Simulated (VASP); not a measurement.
Here is a VASP 6.6.1 calculation.

Contents of INCAR:

```
SYSTEM = Al7Si
PREC = Accurate ; ENCUT = 520
EDIFF = 1E-7 ; ISMEAR = 0
SIGMA = 0.1 ; LREAL = .False.
LASPH = .True. ; NELM = 100
ALGO = Normal ; ISIF = 2
LWAVE = .False. ; LCHARG = .False.
GGA = PE ; NBANDS = 22
```

KPOINTS

```
regular mesh
0
Gamma
  8 8 8
  0 0 0
```

POSCAR

```
Al7Si
1.0
    0.0000000000      4.0186148666      4.0186148666
    4.0186148666      0.0000000000      4.0186148666
    4.0186148666      4.0186148666      0.0000000000
Al Si
7 1
Direct
    0.0000000000      0.0000000000      0.5000000000
    0.0000000000      0.5000000000      0.0000000000
    0.0000000000      0.5000000000      0.5000000000
    0.5000000000      0.0000000000      0.0000000000
    0.5000000000      0.0000000000      0.5000000000
    0.5000000000      0.5000000000      0.0000000000
    0.5000000000      0.5000000000      0.5000000000
    0.0000000000      0.0000000000      0.0000000000
```

Potentials or basis: VASP PAW PBE potentials, release 64 (Al, Si).

Launch:

```sh
$ cat potpaw_PBE.64/Al/POTCAR potpaw_PBE.64/Si/POTCAR > POTCAR
$ mpirun -np 1 vasp_std > vasp.out
```

Task: What does it give for the pressure?

Result: -0.1 GPa.
